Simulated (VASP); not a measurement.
# MgO (Fm-3m) in VASP: further runs

Runs on MgO. Level: PBE. Tasks: single point, relaxation of cell and atoms.

All numbers are computed with VASP 6.6.1; they aren't measurements. Logs are shortened: lines on timing, memory, paths and dates and some standing lists are left out, and cuts for length are marked.

## Step 1: The cell of the first run

It takes space group Fm-3m (No. 225, cubic). The conventional cell has a = 4.282 Å, b = 4.282 Å, c = 4.282 Å, α = 90.00°, β = 90.00°, γ = 90.00°. Within 2.8 Å of Mg (site symmetry m-3m) lie 6 O at 2.14 Å. O (site symmetry m-3m) has 6 Mg at 2.14 Å within 2.8 Å.

## Step 2: Single point, PBE (volume scaled by 1.02)

File INCAR:

```
SYSTEM = MgO
PREC = Accurate ; ENCUT = 520
EDIFF = 1E-6 ; ISMEAR = 0
SIGMA = 0.01 ; LREAL = .FALSE.
LASPH = .TRUE. ; NELM = 80
ALGO = Normal ; ISIF = 2
LWAVE = .FALSE. ; LCHARG = .TRUE.
GGA = PE ; LELF = .TRUE.
LVHAR = .TRUE. ; NBANDS = 11
```

File KPOINTS:

```
regular mesh
0
G
  10 10 10
  0 0 0
```

File POSCAR:

```
MgO
1.0
    0.0000000000      2.1410088981      2.1410088981
    2.1410088981      0.0000000000      2.1410088981
    2.1410088981      2.1410088981      0.0000000000
Mg O
1 1
Direct
    0.0000000000      0.0000000000      0.0000000000
    0.5000000000      0.5000000000      0.5000000000
```

Potentials or basis: VASP PAW PBE potentials, release 64 (Mg, O).

Started as:

```
cat potpaw_PBE.64/Mg/POTCAR potpaw_PBE.64/O/POTCAR > POTCAR
mpirun -np 1 vasp_std > vasp.out
```

OUTCAR:

```text
SYSTEM = MgO
   PREC = Accurate
   ENCUT = 520
   EDIFF = 1E-6
   ISMEAR = 0
   LREAL = .FALSE.
   LASPH = .TRUE.
   NELM = 80
   ISIF = 2
   GGA = PE

 ion  position               nearest neighbor table
   1  0.000  0.000  0.000-   2 2.14   2 2.14   2 2.14   2 2.14   2 2.14   2 2.14
   2  0.500  0.500  0.500-   1 2.14   1 2.14   1 2.14   1 2.14   1 2.14   1 2.14

  LATTYP: Found a face centered cubic cell.
 ALAT       =     4.2820177962

  Lattice vectors:

 A1 = (   0.0000000000,   2.1410088981,   2.1410088981)
 A2 = (   2.1410088981,   0.0000000000,   2.1410088981)
 A3 = (   2.1410088981,   2.1410088981,   0.0000000000)

Analysis of symmetry for initial positions (statically):
=====================================================================
 Subroutine PRICEL returns:
 Original cell was already a primitive cell.

 Routine SETGRP: Setting up the symmetry group for a
 face centered cubic supercell.

 Subroutine GETGRP returns: Found 48 space group operations
 (whereof 48 operations were pure point group operations)
 out of a pool of 48 trial point group operations.

The static configuration has the point symmetry O_h .

Analysis of symmetry for dynamics (positions and initial velocities):
=====================================================================
 Subroutine PRICEL returns:
 Original cell was already a primitive cell.

 Routine SETGRP: Setting up the symmetry group for a
 face centered cubic supercell.

 Subroutine GETGRP returns: Found 48 space group operations
 (whereof 48 operations were pure point group operations)
 out of a pool of 48 trial point group operations.

The dynamic configuration has the point symmetry O_h .

 Subroutine INISYM returns: Found 48 space group operations
 (whereof 48 operations are pure point group operations),
 and found     1 'primitive' translations

----------------------------------------------------------------------------------------

                                     Primitive cell

  volume of cell :      19.6284

  direct lattice vectors                    reciprocal lattice vectors
     0.000000000  2.141008898  2.141008898    -0.233534760  0.233534760  0.233534760
     2.141008898  0.000000000  2.141008898     0.233534760 -0.233534760  0.233534760
     2.141008898  2.141008898  0.000000000     0.233534760  0.233534760 -0.233534760

  length of vectors
     3.027843821  3.027843821  3.027843821     0.404494070  0.404494070  0.404494070

  position of ions in fractional coordinates (direct lattice)
     0.000000000  0.000000000  0.000000000
     0.500000000  0.500000000  0.500000000

[... 85 lines left out ...]
   TEBEG  =    0.0;   TEEND  =   0.0 temperature during run
   PSTRESS=    0.0 pullay stress
   NELECT =       8.0000    total number of electrons
   NUPDOWN=      -1.0000    fix difference up-down
   EMIN   =  10.00;   EMAX   =-10.00  energy-range for DOS
   EFERMI =   0.00;   METHOD = LEGACY
   ISMEAR =     0;   SIGMA  =   0.01  broadening in eV -4-tet -1-fermi 0-gaus
   EFERMI_NEDOS =   21; number of points for ismear=-14 and -15
   IALGO  =     38    algorithm
   IMIX   =      4    mixing-type and parameters
     AMIX     =   0.40;   BMIX     =  1.00
     AMIX_MAG =   1.60;   BMIX_MAG =  1.00
  volume/ion in A,a.u.               =       9.81        66.23
  Fermi-wavevector in a.u.,A,eV,Ry     =   1.213789  2.293728 20.045226  1.473283
  Thomas-Fermi vector in A             =   2.349229
   LORBIT       =      0    0 simple, 1 ext, 2 COOP (PROOUT), +10 PAW based schemes
   GGA     = PE    functional components
   LHFCALC =     F    Hartree Fock is set to
   AEXX    =    0.0000 exact exchange contribution
   IVDW    =     0    specifies the selected vdW correction
   LEPSILON=     F    determine dielectric tensor
   LRPA    =     F    only Hartree local field effects (RPA)
 non-spin polarized calculation
 Gauss-broadening in eV      SIGMA  =   0.01
  energy-cutoff  :      520.00
  volume of cell :       19.63
 maximum number of plane-waves:       544
   NGX = 11   NGY = 11   NGZ = 11

 number of electron       8.0000001 magnetization

 Free energy of the ion-electron system (eV)
  ---------------------------------------------------
  ext. energy  EPLUGINS =         0.00000000
  ---------------------------------------------------
  free energy    TOTEN  =       -11.90689197 eV

  energy without entropy =      -11.90689197  energy(sigma->0) =      -11.90689197

 E-fermi :   2.9529     XC(G=0): -10.8470

 val. band max:        2.8259668741   @ k =   0.0000   0.0000   0.0000
 cond. band min:       7.0862638017   @ k =   0.0000   0.0000   0.0000
 fundamental gap:      4.2602969276
 Fermi energy:         2.9528993300

 k-point     1 :       0.0000    0.0000    0.0000
  band No.  band energies     occupation
      1     -14.1917      2.00000
      2       2.8260      2.00000
      3       2.8260      2.00000
      4       2.8260      2.00000
      5       7.0863      0.00000
      6      18.3447      0.00000
      7      18.3447      0.00000
      8      18.3447      0.00000
      9      22.1334      0.00000
     10      23.8511      0.00000
     11      23.8511      0.00000
[... 309 lines left out ...]
 k-point    24 :       0.4000    0.3000    0.0000
  band No.  band energies     occupation
      1     -13.0635      2.00000
      2      -0.5909      2.00000
      3       1.5930      2.00000
      4       1.7996      2.00000
      5      11.9122      0.00000
      6      12.8510      0.00000
      7      15.9084      0.00000
      8      20.3611      0.00000
      9      20.5597      0.00000
     10      27.1083      0.00000
     11      28.8261      0.00000

 [... further k-points ...]

------------------------ aborting loop because EDIFF is reached ----------------------------------------

  FORCE on cell =-STRESS in cart. coord.  units (eV):
  Direction    XX          YY          ZZ          XY          YZ          ZX
  --------------------------------------------------------------------------------------
  -------------------------------------------------------------------------------------
  Total       -0.4397156     -0.4397156     -0.4397156     -0.0000000     -0.0000000      0.0000000
  in kB      -35.8919521    -35.8919521    -35.8919521     -0.0000000     -0.0000000      0.0000000
  external PRESSURE =     -35.8919521 kB  Pullay stress =       0.0000000 kB

 VOLUME and BASIS-vectors are now :
 -----------------------------------------------------------------------------
  energy-cutoff  :      520.00
  volume of cell :       19.63
      direct lattice vectors                 reciprocal lattice vectors
     0.000000000  2.141008898  2.141008898    -0.233534760  0.233534760  0.233534760
     2.141008898  0.000000000  2.141008898     0.233534760 -0.233534760  0.233534760
     2.141008898  2.141008898  0.000000000     0.233534760  0.233534760 -0.233534760

 POSITION                                       TOTAL-FORCE (eV/Angst)
 -----------------------------------------------------------------------------------
      0.00000      0.00000      0.00000         0.000000     -0.000000      0.000000
      2.14101      2.14101      2.14101        -0.000000      0.000000      0.000000
 -----------------------------------------------------------------------------------
    total drift:                               -0.000000     -0.000000      0.000000

  FREE ENERGIE OF THE ION-ELECTRON SYSTEM (eV)
  ---------------------------------------------------
  free  energy   TOTEN  =       -11.9068919652 eV

  energy  without entropy=      -11.9068919652  energy(sigma->0) =      -11.90689197
```

stdout:

```text
POSCAR found type information on POSCAR MgO
 POSCAR found :  2 types and       2 ions
 scaLAPACK will be used
 LDA part: xc-table for (Slater+PW92), standard interpolation
 POSCAR, INCAR and KPOINTS ok, starting setup
 FFT: planning ... GRIDC
 FFT: planning ... GRID_SOFT
 FFT: planning ... GRID
 WAVECAR not read
 entering main loop
```

It took 7.2 s on 1 thread of Intel Xeon Platinum 8259CL at 2.50GHz (Skylake/Cascade Lake), shared host; peak memory 0.14 GiB.

Results:

* Free energy: -11.9069 eV
* Pressure: -3.6 GPa
* Band gap on the k mesh: 4.26 eV, direct

Levels at points of the mesh, in eV from the valence-band top:
| k point | band 2 | band 3 | band 4 | band 5 | band 6 | band 7 |
| --- | --- | --- | --- | --- | --- | --- |
| (0.00, 0.00, 0.00) | 0.00 | 0.00 | 0.00 | 4.26 | 15.52 | 15.52 |
| (0.50, 0.00, 0.00) | -4.40 | -0.60 | -0.60 | 7.59 | 12.05 | 15.81 |
| (0.50, 0.50, 0.00) | -3.88 | -1.28 | -1.28 | 9.06 | 9.44 | 12.58 |

Caveat: the cell differs from its parent crystal (volume scaled by 1.02).

## Step 3: Relaxation of cell and atoms, PBE, target pressure 15 GPa, at which the enthalpy is minimised

This run uses another cell than the first one, of 9.17 Å³/atom, 0.934 times its volume.

File INCAR:

```
ALGO = Normal ; EDIFF = 1E-6
EDIFFG = -0.001 ; ENCUT = 600
GGA = PE ; IBRION = 2
ISIF = 3 ; ISMEAR = 0
LASPH = True ; LCHARG = False
LREAL = False ; LWAVE = False
NELM = 60 ; NSW = 80
PREC = Accurate ; PSTRESS = 150.0
SIGMA = 0.01
```

File KPOINTS:

```
k-points
0
Gamma
  10 10 10
```

File POSCAR:

```
MgO
1.0
    0.0000000000      2.0927575063      2.0927575063
    2.0927575063      0.0000000000      2.0927575063
    2.0927575063      2.0927575063      0.0000000000
Mg O
1 1
Direct
    0.0000000000      0.0000000000      0.0000000000
    0.5000000000      0.5000000000      0.5000000000
```

Potentials or basis: VASP PAW PBE potentials, release 64 (Mg, O).

Started as:

```
cat potpaw_PBE.64/Mg/POTCAR potpaw_PBE.64/O/POTCAR > POTCAR
mpirun -np 1 vasp_std > vasp.out
```

It took 18 s on 1 thread of Intel Xeon Platinum 8259CL at 2.50GHz (Skylake/Cascade Lake), shared host; peak memory 0.15 GiB.

Results (log left out):

- Free energy: -11.8466 eV
- Relaxed volume: 8.80 Å³/atom
- Relaxed cell: a = 2.920 Å, b = 2.920 Å, c = 2.920 Å, α = 60.00°, β = 60.00°, γ = 60.00°
- Space group after relaxing (to 0.05 Å): Fm-3m (No. 225)
- Energy change on relaxing (the enthalpy is what falls): +24.9 meV/atom
- Ionic steps: 6
- Pressure after relaxing: 15.0 GPa
- Band gap on the k mesh: 5.33 eV, direct

The path:
```tsv
step	energy change (eV)	largest force (eV/Å)	pressure (GPa)	volume (Å³)
1	0.0000	0.0000	6.99	18.33
2	0.1006	0.0000	20.85	17.14
3	0.0496	0.0000	14.98	17.60
4	0.0509	0.0000	15.16	17.59
5	0.0490	0.0000	14.89	17.61
6	0.0498	0.0000	15.01	17.60
```

Final structure:
```
Mg O
1.0
     0.00000    2.06447    2.06447
     2.06447    0.00000    2.06447
     2.06447    2.06447    0.00000
Mg O
1 1
Direct
  0.00000 0.00000 0.00000
  0.50000 0.50000 0.50000
```

Levels at points of the mesh, in eV from the valence-band top:
```tsv
k point	band 2	band 3	band 4	band 5	band 6	band 7
(0.00, 0.00, 0.00)	0.00	0.00	0.00	5.33	16.14	16.14
(0.50, 0.00, 0.00)	-4.89	-0.72	-0.72	8.29	13.30	16.94
(0.50, 0.50, 0.00)	-4.33	-1.43	-1.43	9.19	10.64	13.75
```

Caveat: the cell is relaxed towards a set pressure, so the enthalpy falls and the energy may rise. PBE gaps usually lie below the measured ones, often by a third to a half.
